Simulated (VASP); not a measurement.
Set up this calculation in VASP 6.6.1, as the native input.

* Task: single point
* Functional: LDA
* Potentials or basis: VASP PAW LDA potentials, release 64 (Rb_sv)
* Cutoff: 520 eV
* k mesh: 12 × 12 × 12
* Occupations: gaussian, width 0.15 eV
* Spin: no spin polarisation
* Dipole correction: no
* Further INCAR settings: ALGO = Normal; EDIFF = 1e-06; NBANDS = 10

The structure of Rb lies in POSCAR:

```
Rb
1.0
    0.0000000000      3.4252626154      4.1103151385
    3.4252626154      0.0000000000      4.1103151385
    3.4252626154      3.4252626154      0.0000000000
Rb
1
Direct
    0.0000000000      0.0000000000      0.0000000000
```

This cell differs from its parent crystal: ratio of the length along z to the lengths across it x 1.2, volume and fractional coordinates fixed.

The input as run:

INCAR

```
SYSTEM = Rb
PREC = Accurate
ENCUT = 520
EDIFF = 1E-6
ISMEAR = 0
SIGMA = 0.15
LREAL = .FALSE.
LASPH = .TRUE.
NELM = 100
ALGO = Normal
ISIF = 2
LWAVE = .FALSE.
LCHARG = .FALSE.
GGA = CA
NBANDS = 10
```

KPOINTS

```
regular mesh
0
G
  12 12 12
  0 0 0
```

Potentials or basis: VASP PAW LDA potentials, release 64 (Rb_sv).

Launch:

```bash
$ cat potpaw_LDA.64/Rb_sv/POTCAR > POTCAR
$ mpirun -np 1 vasp_std > vasp.out
```

Results of the run:

* Pressure: -0.5 GPa

It took 73 s on 1 thread of Intel(R) Xeon(R) Platinum 8259CL CPU @ 2.50GHz (Skylake/Cascade Lake) (shared host), peak memory 0.28 GiB.
